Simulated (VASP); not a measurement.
# Re (P6_3/mmc) in VASP: further runs

The runs below take Re through single point, relaxation of cell and atoms, with PBEsol.

All numbers are computed with VASP 6.6.1; they aren't measurements. Logs are shortened: lines on timing, memory, paths and dates and some standing lists are left out, and cuts for length are marked.

## (1) The cell of the first run

Symmetry: P6_3/mmc, No. 194, hexagonal system. The conventional cell has a = 2.749 Å, b = 2.749 Å, c = 4.449 Å, α = 90.00°, β = 90.00°, γ = 120.00°. Re (site symmetry -6m2) has 12 Re at 2.73 to 2.75 Å within 3.6 Å.

## (2) Single point, PBEsol

INCAR

```
  PREC = Accurate
  ENCUT = 520
  EDIFF = 1E-7
  ISMEAR = 0
  SIGMA = 0.05
  LREAL = False
  LASPH = True
  NELM = 100
  ALGO = Normal
  ISIF = 2
  LWAVE = False
  LCHARG = False
  GGA = PS
  NBANDS = 14
```

KPOINTS

```
regular mesh
0
Gamma
  14 14 8
```

POSCAR

```
Re
1.0
    2.7490289583      0.0000000000      0.0000000000
   -1.3745144791      2.3807289136      0.0000000000
    0.0000000000      0.0000000000      4.4486717779
Re
2
Direct
    0.3333333333      0.6666666667      0.7500000000
    0.6666666667      0.3333333333      0.2500000000
```

Potentials or basis: VASP PAW PBE potentials, release 64 (Re).

Started as:

```bash
> cat potpaw_PBE.64/Re/POTCAR > POTCAR
> mpirun -np 1 vasp_std > vasp.out
```

OUTCAR:

```text
PREC = Accurate
   ENCUT = 520
   EDIFF = 1E-7
   ISMEAR = 0
   LREAL = False
   LASPH = True
   NELM = 100
   ISIF = 2
   GGA = PS

 ion  position               nearest neighbor table
   1  0.333  0.667  0.750-   2 2.73   2 2.73   2 2.73   2 2.73   2 2.73   2 2.73
   2  0.667  0.333  0.250-   1 2.73   1 2.73   1 2.73   1 2.73   1 2.73   1 2.73

  LATTYP: Found a hexagonal cell.
 ALAT       =     2.7490289583
 C/A-ratio  =     1.6182702494

  Lattice vectors:

 A1 = (   2.7490289583,   0.0000000000,   0.0000000000)
 A2 = (  -1.3745144791,   2.3807289136,   0.0000000000)
 A3 = (   0.0000000000,   0.0000000000,   4.4486717779)

Analysis of symmetry for initial positions (statically):
=====================================================================
 Subroutine PRICEL returns:
 Original cell was already a primitive cell.

 Routine SETGRP: Setting up the symmetry group for a
 hexagonal supercell.

 Subroutine GETGRP returns: Found 24 space group operations
 (whereof 12 operations were pure point group operations)
 out of a pool of 24 trial point group operations.

The static configuration has the point symmetry D_3d.
 The point group associated with its full space group is D_6h.

Analysis of symmetry for dynamics (positions and initial velocities):
=====================================================================
 Subroutine PRICEL returns:
 Original cell was already a primitive cell.

 Routine SETGRP: Setting up the symmetry group for a
 hexagonal supercell.

 Subroutine GETGRP returns: Found 24 space group operations
 (whereof 12 operations were pure point group operations)
 out of a pool of 24 trial point group operations.

The dynamic configuration has the point symmetry D_3d.
 The point group associated with its full space group is D_6h.

 Subroutine INISYM returns: Found 24 space group operations
 (whereof 12 operations are pure point group operations),
 and found     1 'primitive' translations

----------------------------------------------------------------------------------------

                                     Primitive cell

  volume of cell :      29.1152

  direct lattice vectors                    reciprocal lattice vectors
     2.749028958  0.000000000  0.000000000     0.363764811  0.210019712  0.000000000
    -1.374514479  2.380728914  0.000000000     0.000000000  0.420039423  0.000000000
     0.000000000  0.000000000  4.448671778     0.000000000  0.000000000  0.224786195

  length of vectors
     2.749028958  2.749028958  4.448671778     0.420039423  0.420039423  0.224786195

  position of ions in fractional coordinates (direct lattice)
     0.333333333  0.666666667  0.750000000
     0.666666667  0.333333333  0.250000000

  ion indices of the primitive-cell ions
   primitive index   ion index
                 1           1
                 2           2

----------------------------------------------------------------------------------------

 KPOINTS: regular mesh

Automatic generation of k-mesh.
 Grid dimensions read from file:
 generate k-points for:   14   14    8

 Generating k-lattice:

  Cartesian coordinates                     Fractional coordinates (reciprocal lattice)
     0.025983201  0.015001408  0.000000000     0.071428571  0.000000000  0.000000000
     0.000000000  0.030002816  0.000000000     0.000000000  0.071428571  0.000000000
     0.000000000  0.000000000  0.028098274     0.000000000  0.000000000  0.125000000

  Length of vectors
     0.030002816  0.030002816  0.028098274

  Shift w.r.t. Gamma in fractional coordinates (k-lattice)
     0.000000000  0.000000000  0.000000000

 Subroutine IBZKPT returns following result:
 ===========================================

 Found    120 irreducible k-points:

 Following reciprocal coordinates:
            Coordinates               Weight
  0.000000  0.000000  0.000000      1.000000
  0.071429 -0.000000  0.000000      6.000000
  0.142857  0.000000  0.000000      6.000000
  0.214286  0.000000  0.000000      6.000000
  0.285714  0.000000  0.000000      6.000000
  0.357143  0.000000  0.000000      6.000000
[... 16 lines left out ...]
  0.285714  0.285714  0.000000      6.000000
  0.357143  0.285714  0.000000      6.000000
 [... further k-points ...]
   k-points           NKPTS =    120   k-points in BZ     NKDIM =    120   number of bands    NBANDS=     14
   number of dos      NEDOS =    301   number of ions     NIONS =      2
   total plane-waves  NPLWV =  14400
   dimension x,y,z NGX =    20 NGY =   20 NGZ =   36
   dimension x,y,z NGXF=    40 NGYF=   40 NGZF=   72
   ions per type =               2
   NGX,Y,Z   is equivalent  to a cutoff of  12.09, 12.09, 13.45 a.u.
   NGXF,Y,Z  is equivalent  to a cutoff of  24.19, 24.19, 26.91 a.u.
 SYSTEM =  unknown system
   PREC   = accura    normal or accurate (medium, high low for compatibility)
   ISTART =      0    job   : 0-new  1-cont  2-samecut
   ICHARG =      2    charge: 1-file 2-atom 10-const
   ISPIN  =      1    spin polarized calculation?
   LNONCOLLINEAR =      F non collinear calculations
   LSORBIT =      F    spin-orbit coupling
   LASPH  =      T    aspherical Exc in radial PAW
   ENCUT  =  520.0 eV  38.22 Ry    6.18 a.u.   5.11  5.11  8.27*2*pi/ulx,y,z
   NELM   =    100;   NELMIN=  2; NELMDL= -5     # of ELM steps
   EDIFF  = 0.1E-06   stopping-criterion for ELM
   LREAL  =      F    real-space projection
   EDIFFG = 0.1E-05   stopping-criterion for IOM
   NSW    =      0    number of steps for IOM
   IBRION =     -1    ionic relax: 0-MD 1-quasi-New 2-CG
   NFREE  =      0    steps in history (QN), initial steepest desc. (CG)
   ISIF   =      2    stress and relaxation
   ISYM   =      2    0-nonsym 1-usesym 2-fastsym
   POTIM  = 0.5000    time-step for ionic-motion
   TEBEG  =    0.0;   TEEND  =   0.0 temperature during run
   PSTRESS=    0.0 pullay stress
   NELECT =      14.0000    total number of electrons
   NUPDOWN=      -1.0000    fix difference up-down
   EMIN   =  10.00;   EMAX   =-10.00  energy-range for DOS
   EFERMI =   0.00;   METHOD = LEGACY
   ISMEAR =     0;   SIGMA  =   0.05  broadening in eV -4-tet -1-fermi 0-gaus
   EFERMI_NEDOS =   21; number of points for ismear=-14 and -15
   IALGO  =     38    algorithm
   IMIX   =      4    mixing-type and parameters
     AMIX     =   0.40;   BMIX     =  1.00
     AMIX_MAG =   1.60;   BMIX_MAG =  1.00
  volume/ion in A,a.u.               =      14.56        98.24
  Fermi-wavevector in a.u.,A,eV,Ry     =   1.282560  2.423687 22.381036  1.644960
  Thomas-Fermi vector in A             =   2.414864
   LORBIT       =      0    0 simple, 1 ext, 2 COOP (PROOUT), +10 PAW based schemes
   GGA     = PS    functional components
   LHFCALC =     F    Hartree Fock is set to
   AEXX    =    0.0000 exact exchange contribution
   IVDW    =     0    specifies the selected vdW correction
   LEPSILON=     F    determine dielectric tensor
   LRPA    =     F    only Hartree local field effects (RPA)
 non-spin polarized calculation
 Gauss-broadening in eV      SIGMA  =   0.05
  energy-cutoff  :      520.00
  volume of cell :       29.12
 maximum number of plane-waves:       795
   NGX = 11   NGY = 11   NGZ = 17

 number of electron      14.0000001 magnetization

 Free energy of the ion-electron system (eV)
  ---------------------------------------------------
  ext. energy  EPLUGINS =         0.00000000
  ---------------------------------------------------
  free energy    TOTEN  =       -26.74172633 eV

  energy without entropy =      -26.74022759  energy(sigma->0) =      -26.74097696

 E-fermi :   7.8026     XC(G=0): -13.8789

 val. band max:        7.7917909665   @ k =   0.1429   0.0714   0.0000
 cond. band min:       7.8051712444   @ k =   0.2857   0.2857   0.5000
 fundamental gap:      0.0133802779
 Fermi energy:         7.8025681612

 k-point     1 :       0.0000    0.0000    0.0000
  band No.  band energies     occupation
      1      -2.1216      2.00000
      2       1.1261      2.00000
      3       6.2092      2.00000
      4       6.2387      2.00000
      5       6.2387      2.00000
      6       7.0865      2.00000
      7       7.0865      2.00000
      8       8.0515      0.00000
      9       8.0515      0.00000
     10       8.4608      0.00000
     11      11.2656      0.00000
     12      11.2656      0.00000
     13      17.9629      0.00000
     14      22.0506      0.00000

 k-point     2 :       0.0714   -0.0000    0.0000
  band No.  band energies     occupation
      1      -1.9096      2.00000
      2       1.3261      2.00000
      3       5.7393      2.00000
      4       6.4339      2.00000
      5       6.6364      2.00000
      6       6.9390      2.00000
      7       7.2713      2.00000
      8       7.5472      2.00000
      9       7.8873      0.01653
     10       8.0680      0.00000
     11      11.3766      0.00000
     12      12.1709      0.00000
     13      17.9527      0.00000
     14      22.5237      0.00000

 k-point     3 :       0.1429    0.0000    0.0000
  band No.  band energies     occupation
      1      -1.3046      2.00000
      2       1.8575      2.00000
      3       5.1760      2.00000
      4       6.2491      2.00000
      5       6.5025      2.00000
      6       7.0082      2.00000
      7       7.2018      2.00000
      8       7.4862      2.00000
      9       7.7539      1.83104
     10       7.8119      0.79240
     11      11.6259      0.00000
     12      13.8402      0.00000
     13      17.8509      0.00000
     14      23.7333      0.00000
[... 324 lines left out ...]
 k-point    23 :       0.2857    0.2857    0.0000
  band No.  band energies     occupation
      1       2.6160      2.00000
      2       3.3192      2.00000
      3       3.8384      2.00000
      4       4.2649      2.00000
      5       5.4429      2.00000
      6       6.1064      2.00000
      7       7.5217      2.00000
      8      10.1967      0.00000
      9      11.4685      0.00000
     10      11.5715      0.00000
     11      14.4493      0.00000
     12      15.2591      0.00000
     13      16.8329      0.00000
     14      20.6914      0.00000

 k-point    24 :       0.3571    0.2857    0.0000
  band No.  band energies     occupation
      1       2.5483      2.00000
      2       3.5765      2.00000
      3       3.7142      2.00000
      4       4.5317      2.00000
      5       5.5636      2.00000
      6       5.8426      2.00000
      7       7.7467      1.88593
      8      10.6984      0.00000
      9      11.2134      0.00000
     10      11.4115      0.00000
     11      14.5619      0.00000
     12      14.6530      0.00000
     13      16.4442      0.00000
     14      22.1793      0.00000

 [... further k-points ...]

------------------------ aborting loop because EDIFF is reached ----------------------------------------

  FORCE on cell =-STRESS in cart. coord.  units (eV):
  Direction    XX          YY          ZZ          XY          YZ          ZX
  --------------------------------------------------------------------------------------
  -------------------------------------------------------------------------------------
  Total        0.0054558      0.0054558     -0.0160961      0.0000000      0.0000000      0.0000000
  in kB        0.3002240      0.3002240     -0.8857497      0.0000000      0.0000000      0.0000000
  external PRESSURE =      -0.0951006 kB  Pullay stress =       0.0000000 kB

 VOLUME and BASIS-vectors are now :
 -----------------------------------------------------------------------------
  energy-cutoff  :      520.00
  volume of cell :       29.12
      direct lattice vectors                 reciprocal lattice vectors
     2.749028958  0.000000000  0.000000000     0.363764811  0.210019712  0.000000000
    -1.374514479  2.380728914  0.000000000     0.000000000  0.420039423  0.000000000
     0.000000000  0.000000000  4.448671778     0.000000000  0.000000000  0.224786195

 POSITION                                       TOTAL-FORCE (eV/Angst)
 -----------------------------------------------------------------------------------
     -0.00000      1.58715      3.33650        -0.000000     -0.000000      0.000000
      1.37451      0.79358      1.11217         0.000000      0.000000      0.000000
 -----------------------------------------------------------------------------------
    total drift:                               -0.000000      0.000000     -0.000000

  FREE ENERGIE OF THE ION-ELECTRON SYSTEM (eV)
  ---------------------------------------------------
  free  energy   TOTEN  =       -26.7417263328 eV

  energy  without entropy=      -26.7402275920  energy(sigma->0) =      -26.74097696
```

Run time: 38 s. Hardware: 1 thread of Intel Xeon Platinum 8259CL at 2.50GHz (Skylake/Cascade Lake), shared host; peak memory 0.16 GiB.

What came out:

* Free energy: -26.7417 eV
* Pressure: 0.0 GPa
* Band gap on the k mesh: zero (bands 7 and 8 overlap by 3.32 eV)

Caveat: the PAW data sets were made with another functional, which shifts forces and pressure a little; spin-orbit coupling is left out, which moves the levels of the heavy elements.

(Continued in part 2 of 2.)
